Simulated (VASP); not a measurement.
# Bi2Te2O3 (R-3m) in VASP: a series of runs

Bi2Te2O3 is run at these levels: PBE; tasks: single point, relaxation of cell and atoms.

Program: VASP 6.6.1. These are calculated values, not measurements. Logs are shortened: lines on timing, memory, paths and dates and some standing lists are left out, and cuts for length are marked.

## Step 1: The cell of the first run

Symmetry: R-3m, No. 166, trigonal system. Conventional cell: a = 3.694 Å, b = 3.694 Å, c = 40.677 Å, α = 90.00°, β = 90.00°, γ = 120.00°. Within 3.1 Å of Bi (site symmetry 3m) lie 6 O at 2.32 to 2.64 Å. Within 4.0 Å of Te (site symmetry 3m) lie 9 Te at 2.96 to 3.69 Å and 3 O at 3.90 Å. Within 3.1 Å of O (site symmetry 3m) lie 3 Bi at 2.32 Å. Within 3.5 Å of O (site symmetry -3m) lie 6 Bi at 2.64 Å and 6 O at 3.27 Å.

## Step 2: Single point, PBE

File INCAR:

```
PREC = Accurate ; ENCUT = 520
EDIFF = 1E-7 ; ISMEAR = 0
SIGMA = 0.15 ; LREAL = F
LASPH = T ; NELM = 80
ALGO = Normal ; ISIF = 2
LWAVE = F ; LCHARG = F
GGA = PE ; NBANDS = 39
```

File KPOINTS:

```
regular mesh
0
Gamma
  4 4 4
```

File POSCAR:

```
Bi2Te2O3
1.0
    1.8468716375      1.0662918351     13.5590017563
   -1.8468716375      1.0662918351     13.5590017563
    0.0000000000     -2.1325836761     13.5590017559
Bi Te O
2 2 3
Direct
    0.7050291868      0.7050291868      0.7050291868
    0.2949708132      0.2949708132      0.2949708132
    0.1413550166      0.1413550166      0.1413550166
    0.8586449834      0.8586449834      0.8586449834
    0.3943452866      0.3943452866      0.3943452866
    0.6056547134      0.6056547134      0.6056547134
    0.0000000000      0.0000000000      0.0000000000
```

Potentials or basis: VASP PAW PBE potentials, release 64 (Bi_d, Te, O).

Run with:

```bash
$ cat potpaw_PBE.64/Bi_d/POTCAR potpaw_PBE.64/Te/POTCAR potpaw_PBE.64/O/POTCAR > POTCAR
$ mpirun -np 1 vasp_std > vasp.out
```

OUTCAR:

```text
PREC = Accurate
   ENCUT = 520
   EDIFF = 1E-7
   ISMEAR = 0
   LREAL = F
   LASPH = T
   NELM = 80
   ISIF = 2
   GGA = PE

 ion  position               nearest neighbor table
   1  0.705  0.705  0.705-   5 2.32   5 2.32   5 2.32   7 2.64   7 2.64   7 2.64   2 3.78   2 3.78
                             2 3.78
   2  0.295  0.295  0.295-   6 2.32   6 2.32   6 2.32   7 2.64   7 2.64   7 2.64   1 3.78   1 3.78
                             1 3.78
   3  0.141  0.141  0.141-   4 2.96   4 2.96   4 2.96
   4  0.859  0.859  0.859-   3 2.96   3 2.96   3 2.96
   5  0.394  0.394  0.394-   1 2.32   1 2.32   1 2.32
   6  0.606  0.606  0.606-   2 2.32   2 2.32   2 2.32
   7  0.000  0.000  0.000-   1 2.64   1 2.64   2 2.64   2 2.64   1 2.64   2 2.64

  LATTYP: Found a trigonal (rhomboedric) cell.
 ALAT       =    13.7256854747
 COS(alpha) =     0.9637894323

  Lattice vectors:

 A1 = (   1.8468716375,   1.0662918351,  13.5590017563)
 A2 = (  -1.8468716375,   1.0662918351,  13.5590017563)
 A3 = (   0.0000000000,  -2.1325836761,  13.5590017559)

Analysis of symmetry for initial positions (statically):
=====================================================================
 Subroutine PRICEL returns:
 Original cell was already a primitive cell.

 Routine SETGRP: Setting up the symmetry group for a
 trigonal (rhombohedral) supercell.

 Subroutine GETGRP returns: Found 12 space group operations
 (whereof 12 operations were pure point group operations)
 out of a pool of 12 trial point group operations.

The static configuration has the point symmetry D_3d.

Analysis of symmetry for dynamics (positions and initial velocities):
=====================================================================
 Subroutine PRICEL returns:
 Original cell was already a primitive cell.

 Routine SETGRP: Setting up the symmetry group for a
 trigonal (rhombohedral) supercell.

 Subroutine GETGRP returns: Found 12 space group operations
 (whereof 12 operations were pure point group operations)
 out of a pool of 12 trial point group operations.

The dynamic configuration has the point symmetry D_3d.

 Subroutine INISYM returns: Found 12 space group operations
 (whereof 12 operations are pure point group operations),
 and found     1 'primitive' translations

----------------------------------------------------------------------------------------

[... 93 lines left out ...]
   NSW    =      0    number of steps for IOM
   IBRION =     -1    ionic relax: 0-MD 1-quasi-New 2-CG
   NFREE  =      0    steps in history (QN), initial steepest desc. (CG)
   ISIF   =      2    stress and relaxation
   ISYM   =      2    0-nonsym 1-usesym 2-fastsym
   POTIM  = 0.5000    time-step for ionic-motion
   TEBEG  =    0.0;   TEEND  =   0.0 temperature during run
   PSTRESS=    0.0 pullay stress
   NELECT =      60.0000    total number of electrons
   NUPDOWN=      -1.0000    fix difference up-down
   EMIN   =  10.00;   EMAX   =-10.00  energy-range for DOS
   EFERMI =   0.00;   METHOD = LEGACY
   ISMEAR =     0;   SIGMA  =   0.15  broadening in eV -4-tet -1-fermi 0-gaus
   EFERMI_NEDOS =   21; number of points for ismear=-14 and -15
   IALGO  =     38    algorithm
   IMIX   =      4    mixing-type and parameters
     AMIX     =   0.40;   BMIX     =  1.00
     AMIX_MAG =   1.60;   BMIX_MAG =  1.00
  volume/ion in A,a.u.               =      22.89       154.45
  Fermi-wavevector in a.u.,A,eV,Ry     =   1.180034  2.229942 18.945856  1.392481
  Thomas-Fermi vector in A             =   2.316334
   LORBIT       =      0    0 simple, 1 ext, 2 COOP (PROOUT), +10 PAW based schemes
   GGA     = PE    functional components
   LHFCALC =     F    Hartree Fock is set to
   AEXX    =    0.0000 exact exchange contribution
   IVDW    =     0    specifies the selected vdW correction
   LEPSILON=     F    determine dielectric tensor
   LRPA    =     F    only Hartree local field effects (RPA)
 non-spin polarized calculation
 Gauss-broadening in eV      SIGMA  =   0.15
  energy-cutoff  :      520.00
  volume of cell :      160.21
 maximum number of plane-waves:      4336
 NGX is ok and might be reduce to   108
   NGX = 51   NGY = 51   NGZ = 51

 number of electron      60.0000004 magnetization

 Free energy of the ion-electron system (eV)
  ---------------------------------------------------
  ext. energy  EPLUGINS =         0.00000000
  ---------------------------------------------------
  free energy    TOTEN  =       -32.92425602 eV

  energy without entropy =      -32.91397174  energy(sigma->0) =      -32.91911388

 E-fermi :   5.6749     XC(G=0):  -9.4786

 val. band max:        5.5133597401   @ k =   0.5000   0.5000   0.5000
 cond. band min:       5.8717304715   @ k =  -0.2500   0.2500   0.0000
 fundamental gap:      0.3583707314
 Fermi energy:         5.6749290302

 k-point     1 :       0.0000    0.0000    0.0000
  band No.  band energies     occupation
      1     -17.6314      2.00000
      2     -17.6285      2.00000
      3     -17.5309      2.00000
      4     -17.5309      2.00000
      5     -17.5254      2.00000
      6     -17.5254      2.00000
[... 535 lines left out ...]
     38      10.7171      0.00000
     39      10.9210      0.00000

------------------------ aborting loop because EDIFF is reached ----------------------------------------

  FORCE on cell =-STRESS in cart. coord.  units (eV):
  Direction    XX          YY          ZZ          XY          YZ          ZX
  --------------------------------------------------------------------------------------
  -------------------------------------------------------------------------------------
  Total        0.0066215      0.0066215      0.2445175      0.0000000     -0.0000000      0.0000000
  in kB        0.0662179      0.0662179      2.4452809      0.0000000     -0.0000000      0.0000000
  external PRESSURE =       0.8592389 kB  Pullay stress =       0.0000000 kB

 VOLUME and BASIS-vectors are now :
 -----------------------------------------------------------------------------
  energy-cutoff  :      520.00
  volume of cell :      160.21
      direct lattice vectors                 reciprocal lattice vectors
     1.846871638  1.066291835 13.559001756     0.270728073  0.156304926  0.024583914
    -1.846871638  1.066291835 13.559001756    -0.270728073  0.156304926  0.024583914
     0.000000000 -2.132583676 13.559001756     0.000000000 -0.312609852  0.024583914

 POSITION                                       TOTAL-FORCE (eV/Angst)
 -----------------------------------------------------------------------------------
      0.00000     -0.00000     28.67848         0.000000      0.000000     -0.001934
      0.00000     -0.00000     11.99853         0.000000     -0.000000      0.001934
      0.00000     -0.00000      5.74990         0.000000      0.000000     -0.006772
      0.00000     -0.00000     34.92711         0.000000     -0.000000      0.006772
      0.00000     -0.00000     16.04079         0.000000     -0.000000      0.011473
      0.00000     -0.00000     24.63622         0.000000      0.000000     -0.011473
      0.00000      0.00000      0.00000         0.000000     -0.000000      0.000000
 -----------------------------------------------------------------------------------
    total drift:                                0.000000      0.000000     -0.000000

  FREE ENERGIE OF THE ION-ELECTRON SYSTEM (eV)
  ---------------------------------------------------
  free  energy   TOTEN  =       -32.9242560205 eV

  energy  without entropy=      -32.9139717358  energy(sigma->0) =      -32.91911388
```

OSZICAR:

```text
N       E                     dE             d eps       ncg     rms          rms(c)
DAV:   1     0.626484946194E+03    0.62648E+03   -0.28122E+04  1014   0.159E+03
DAV:   2     0.533484007348E+02   -0.57314E+03   -0.55125E+03  1069   0.427E+02
DAV:   3    -0.346841777528E+02   -0.88033E+02   -0.84702E+02  1272   0.173E+02
DAV:   4    -0.393776371230E+02   -0.46935E+01   -0.46322E+01  1198   0.417E+01
DAV:   5    -0.395564639720E+02   -0.17883E+00   -0.17870E+00  1300   0.859E+00    0.172E+01
DAV:   6    -0.333210330260E+02    0.62354E+01   -0.29518E+01  1465   0.442E+01    0.930E+00
DAV:   7    -0.329675355215E+02    0.35350E+00   -0.46571E+00  1070   0.112E+01    0.518E+00
DAV:   8    -0.329395253259E+02    0.28010E-01   -0.79421E-01  1080   0.528E+00    0.120E+00
DAV:   9    -0.329227584419E+02    0.16767E-01   -0.65407E-02  1295   0.153E+00    0.293E-01
DAV:  10    -0.329238394079E+02   -0.10810E-02   -0.62214E-03  1175   0.415E-01    0.172E-01
DAV:  11    -0.329242060711E+02   -0.36666E-03   -0.11041E-03  1224   0.202E-01    0.414E-02
DAV:  12    -0.329242407198E+02   -0.34649E-04   -0.15496E-04  1154   0.733E-02    0.169E-02
DAV:  13    -0.329242542230E+02   -0.13503E-04   -0.34604E-05  1165   0.305E-02    0.105E-02
DAV:  14    -0.329242557797E+02   -0.15567E-05   -0.63896E-06  1353   0.129E-02    0.371E-03
DAV:  15    -0.329242560306E+02   -0.25088E-06   -0.15014E-06  1048   0.705E-03    0.119E-03
DAV:  16    -0.329242560205E+02    0.10102E-07   -0.14705E-07  1000   0.200E-03
   1 F= -.32924256E+02 E0= -.32919114E+02  d E =-.102843E-01
```

It took 32 min on 1 thread of Intel Xeon Platinum 8259CL at 2.50GHz (Skylake/Cascade Lake), shared host; peak memory 1.9 GiB.

Results:

| Quantity | Value |
| --- | --- |
| Free energy | -32.9243 eV |
| Pressure | 0.1 GPa |
| Largest force | 0.011 eV/Å |
| Band gap on the k mesh | 0.36 eV (least direct gap 0.54 eV) |

Forces on the atoms (eV/Å):
```
Bi   0.000  0.000 -0.002
Bi   0.000  0.000  0.002
Te   0.000  0.000 -0.007
Te   0.000  0.000  0.007
O    0.000  0.000  0.011
O    0.000  0.000 -0.011
O    0.000  0.000  0.000
```

Levels at points of the mesh, in eV from the valence-band top:
```csv
k point,band 28,band 29,band 30,band 31,band 32,band 33
"(0.00, 0.00, 0.00)",-0.05,0.00,0.00,1.40,2.04,2.04
"(0.50, 0.00, 0.00)",-1.87,-0.81,-0.20,0.67,0.93,1.69
"(0.50, 0.50, 0.00)",-1.87,-0.82,-0.15,0.45,1.07,1.69
"(0.50, 0.50, 0.50)",-0.06,0.00,0.00,1.49,2.03,2.03
```

Caveat: the k points lie up to 0.49 Å⁻¹ apart; spin-orbit coupling is left out, which moves the levels of the heavy elements.

## Step 3: Relaxation of cell and atoms, PBE

This run uses another cell than the first one, of 19.21 Å³/atom.

File INCAR:

```
SYSTEM = Bi2Te2O3
PREC = Accurate
ENCUT = 600
EDIFF = 1E-7
ISMEAR = 0
SIGMA = 0.15
LREAL = .FALSE.
LASPH = .TRUE.
NELM = 60
ALGO = Normal
ISIF = 3
LWAVE = .FALSE.
LCHARG = .FALSE.
GGA = PE
IBRION = 2
NSW = 36
EDIFFG = -0.08
```

File KPOINTS:

```
Automatic mesh
0
G
  3 3 3
  0 0 0
```

File POSCAR:

```
Bi2Te2O3
1.0
    2.8900217800      1.6685548500      4.6473027300
   -2.8900217800      1.6685548500      4.6473027300
    0.0000000000     -3.3371097100      4.6473027300
Bi Te O
2 2 3
Direct
    0.2150000000      0.2150000000      0.2150000000
    0.7850000000      0.7850000000      0.7850000000
    0.5000000000      0.5000000000      0.5000000000
    0.0000000000      0.0000000000      0.0000000000
    0.0000000000      0.5000000000      0.5000000000
    0.5000000000      0.0000000000      0.5000000000
    0.5000000000      0.5000000000      0.0000000000
```

Potentials or basis: VASP PAW PBE potentials, release 64 (Bi_d, Te, O).

Run with:

```bash
$ cat potpaw_PBE.64/Bi_d/POTCAR potpaw_PBE.64/Te/POTCAR potpaw_PBE.64/O/POTCAR > POTCAR
$ mpirun -np 1 vasp_std > vasp.out
```

OUTCAR:

```text
SYSTEM = Bi2Te2O3
   PREC = Accurate
   ENCUT = 600
   EDIFF = 1E-7
   ISMEAR = 0
   LREAL = .FALSE.
   LASPH = .TRUE.
   NELM = 60
   ISIF = 3
   GGA = PE
   IBRION = 2
   NSW = 36
   EDIFFG = -0.08

 ion  position               nearest neighbor table
   1  0.215  0.215  0.215-   7 2.35   6 2.35   5 2.35   4 3.00   3 3.40   3 3.40   3 3.40   2 3.60
                             2 3.60   2 3.60   4 3.72   4 3.72   4 3.72
   2  0.785  0.785  0.785-   7 2.35   6 2.35   5 2.35   4 3.00   3 3.40   3 3.40   3 3.40   1 3.60
                             1 3.60   1 3.60   4 3.72   4 3.72   4 3.72
   3  0.500  0.500  0.500-   1 3.40   1 3.40   2 3.40   2 3.40   1 3.40   2 3.40
   4  0.000  0.000  0.000-   1 3.00   2 3.00   2 3.72   2 3.72   1 3.72   1 3.72   2 3.72   1 3.72

   5  0.000  0.500  0.500-   1 2.35   2 2.35
   6  0.500  0.000  0.500-   1 2.35   2 2.35
   7  0.500  0.500  0.000-   1 2.35   2 2.35

  LATTYP: Found a trigonal (rhomboedric) cell.
 ALAT       =     5.7213393398
 COS(alpha) =     0.4896867873

  Lattice vectors:

 A1 = (   2.8900217800,   1.6685548500,   4.6473027300)
 A2 = (  -2.8900217800,   1.6685548500,   4.6473027300)
 A3 = (   0.0000000000,  -3.3371097100,   4.6473027300)

Analysis of symmetry for initial positions (statically):
=====================================================================
 Subroutine PRICEL returns:
 Original cell was already a primitive cell.

 Routine SETGRP: Setting up the symmetry group for a
[... 168 lines left out ...]
  -------------------------------------------------------------------------------------
  Total       -0.1028164     -0.1028164      1.6021357      0.0000000     -0.0000000      0.0000000
  in kB       -1.2251214     -1.2251214     19.0904451      0.0000000     -0.0000000      0.0000000
  external PRESSURE =       5.5467341 kB  Pullay stress =       0.0000000 kB
[... 69 lines left out ...]
--------------------------------------- Ionic step        3  -------------------------------------------

 number of electron      59.9999995 magnetization

 E-fermi :   7.2427     XC(G=0): -10.4570

 val. band max:        7.2343538683   @ k =   0.3333   0.3333   0.3333
 cond. band min:       7.3271330969   @ k =  -0.3333   0.3333   0.0000
 fundamental gap:      0.0927792285
 Fermi energy:         7.2427092033

 k-point     1 :       0.0000    0.0000    0.0000
  band No.  band energies     occupation
      1     -16.1730      2.00000
      2     -16.1730      2.00000
      3     -15.9362      2.00000
      4     -15.9362      2.00000
      5     -15.8693      2.00000
      6     -15.8693      2.00000
[... 468 lines left out ...]
--------------------------------------- Ionic step        9  -------------------------------------------

 number of electron      60.0000016 magnetization

 Free energy of the ion-electron system (eV)
  ---------------------------------------------------
  ext. energy  EPLUGINS =         0.00000000
  ---------------------------------------------------
  free energy    TOTEN  =       -30.69265861 eV

  energy without entropy =      -30.64277867  energy(sigma->0) =      -30.66771864

 E-fermi :   5.7368     XC(G=0):  -9.8021

 val. band max:        5.6158821499   @ k =   0.3333   0.3333  -0.0000
 cond. band min:       5.7655143932   @ k =   0.0000   0.0000   0.0000
 fundamental gap:      0.1496322432
 Fermi energy:         5.7368367158

 k-point     1 :       0.0000    0.0000    0.0000
  band No.  band energies     occupation
      1     -17.7261      2.00000
      2     -17.7261      2.00000
      3     -17.5230      2.00000
      4     -17.5230      2.00000
      5     -17.4424      2.00000
      6     -17.4424      2.00000
[... 257 lines left out ...]
  FREE ENERGIE OF THE ION-ELECTRON SYSTEM (eV)
  ---------------------------------------------------
  free  energy   TOTEN  =       -30.6926586138 eV

  energy  without entropy=      -30.6427786742  energy(sigma->0) =      -30.66771864

 reached required accuracy - stopping structural energy minimisation
```

OSZICAR:

```text
N       E                     dE             d eps       ncg     rms          rms(c)
DAV:   1     0.701391219919E+03    0.70139E+03   -0.31230E+04   432   0.198E+03
DAV:   2     0.664595647560E+02   -0.63493E+03   -0.61995E+03   472   0.513E+02
DAV:   3    -0.297337535440E+02   -0.96193E+02   -0.90611E+02   528   0.193E+02
[... 119 lines left out ...]
DAV:   5    -0.306927129813E+02    0.48799E-04   -0.11674E-03   500   0.227E-01    0.103E-01
DAV:   6    -0.306926698692E+02    0.43112E-04   -0.14877E-04   536   0.973E-02    0.461E-02
DAV:   7    -0.306926584401E+02    0.11429E-04   -0.41396E-05   672   0.534E-02    0.142E-02
DAV:   8    -0.306926586585E+02   -0.21840E-06   -0.11206E-05   520   0.232E-02    0.780E-03
DAV:   9    -0.306926586138E+02    0.44704E-07   -0.92546E-07   436   0.634E-03
   9 F= -.30692659E+02 E0= -.30667719E+02  d E =-.497448E-02
```

Wall time 12 min (1 thread of Intel Xeon Platinum 8259CL at 2.50GHz (Skylake/Cascade Lake), shared host); peak memory 0.37 GiB.

Results:

- Free energy: -30.6927 eV
- Relaxed volume: 22.28 Å³/atom
- Relaxed cell: a = 6.216 Å, b = 6.216 Å, c = 6.216 Å, α = 56.46°, β = 56.46°, γ = 56.46°
- Space group after relaxing (to 0.1 Å): R-3m (No. 166)
- Energy gained by relaxing: 198.0 meV/atom
- Ionic steps: 9
- Pressure after relaxing: 0.3 GPa
- Largest force after relaxing: 0.055 eV/Å
- Band gap on the k mesh: zero (filled and empty bands touch)

Forces in eV/Å, atoms in the order of the input:
```
Bi   0.000  0.000 -0.055
Bi   0.000  0.000  0.055
Te   0.000  0.000  0.000
Te   0.000  0.000  0.000
O    0.000  0.000  0.000
O    0.000  0.000  0.000
O    0.000  0.000  0.000
```

Step by step:
```
step  energy change (eV)  largest force (eV/Å)  pressure (GPa)  volume (Å³)
   1              0.0000                2.8352            0.55       134.46
   2             -0.6759                1.8911            1.80       135.75
   3             -1.0869                0.4842            6.44       137.68
   4             -1.3560                0.0121            0.56       151.08
   5             -1.3650                0.1910           -0.70       155.25
   6             -1.3652                0.1635           -0.55       154.74
   7             -1.3751                0.0434           -0.11       154.75
   8             -1.3808                0.1532            0.64       154.75
   9             -1.3858                0.0550            0.28       155.94
```

Final structure:
```xyz
7
Lattice="2.9402 1.6975 5.2071 -2.9402 1.6975 5.2071 0.0000 -3.3951 5.2071" Properties=species:S:1:pos:R:3 pbc="T T T"
Bi    0.0000    0.0000    3.8973
Bi    0.0000    0.0000   11.7240
Te    0.0000    0.0000    7.8107
Te    0.0000    0.0000   15.6213
O     1.4701    0.8488   10.4142
O    -1.4701    0.8488   10.4142
O     0.0000   -1.6975   10.4142
```

Caveat: the k points lie up to 0.43 Å⁻¹ apart in the final cell; the volume moved by over 15 % at a fixed basis, so the end points are rough; spin-orbit coupling is left out, which moves the levels of the heavy elements; the relaxation stopped at a loose force limit of 0.08 eV/Å, so its end isn't a converged minimum.

[end of part 1 of 2]

The gap in the log of VASP goes by the Fermi energy; the results here count the filled bands.